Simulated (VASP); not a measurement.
Crystal: Ti.

```
CELL_PARAMETERS angstrom
0.00000 2.00256 2.00256
2.00256 0.00000 2.00256
2.00256 2.00256 0.00000
ATOMIC_POSITIONS crystal
Ti 0.00000 0.00000 0.00000
```

This cell differs from its parent crystal: volume scaled by 0.96.

Base run:

```yaml
Program: VASP 6.6.1
Functional: PBEsol
Potentials_or_basis: VASP PAW PBE potentials, release 64 (Ti_sv)
Cutoff: 520 eV
k_mesh: 11 × 11 × 11
Occupations: fermi-dirac, width 0.05 eV
Spin: no spin polarisation
```

Its results: band gap on the k mesh zero (band 6 reaches 9.88 eV, above the bottom of band 7 at 8.65 eV); pressure 4.1 GPa.

Question: The run is repeated on the same cell with these changes: functional from PBEsol to revPBE; occupations from fermi-dirac, width 0.05 eV to fermi-dirac, width 0.01 eV. What comes out?

Answer: Band gap on the k mesh zero (band 6 reaches 10.10 eV, above the bottom of band 7 at 8.87 eV); pressure 11.5 GPa.

Caveats: the PAW data sets were made with another functional, which shifts forces and pressure a little.
